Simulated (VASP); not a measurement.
A run of VASP 6.6.1 is set up as follows.

INCAR

```
PREC     = Accurate       # precision mode
ENCUT    = 520            # plane-wave cutoff, eV
EDIFF    = 1E-7           # SCF threshold, eV
ISMEAR   = -1             # smearing method
SIGMA    = 0.08           # smearing width, eV
LREAL    = F              # projectors in reciprocal space
LASPH    = T              # aspherical terms in the spheres
NELM     = 80             # most SCF steps
ALGO     = Normal         # electronic algorithm
ISIF     = 2              # what is computed and relaxed
LWAVE    = F              # write WAVECAR
LCHARG   = F              # write CHGCAR
LDIPOL   = T            
IDIPOL   = 3            
DIPOL    = 0.5 0.5 0.500
EFIELD   = -0.1         
NBANDS   = 24             # bands
```

The input KPOINTS:

```
regular mesh
0
Gamma
  15 15 1
```

The input POSCAR:

```
Cu
1.0
    2.4874897871      0.0000000000      0.0000000000
    0.0000000000      2.4874897871      0.0000000000
    0.0000000000      0.0000000000     19.5178000000
Cu
3
Direct
    0.0000000000      0.0000000000      0.4122684683
    0.5000000000      0.5000000000      0.4999998093
    0.0000000000      0.0000000000      0.5877317224
```

Potentials or basis: VASP PAW LDA potentials, release 64 (Cu).

Command:

```console
$ cat potpaw_LDA.64/Cu/POTCAR > POTCAR
$ mpirun -np 1 vasp_std > vasp.out
```

Q: Estimate the largest force.

A: 0.050 eV/Å.

Forces in eV/Å, atoms in the order of the input:
```
Cu   0.000  0.000 -0.050
Cu   0.000  0.000  0.004
Cu   0.000  0.000  0.046
```
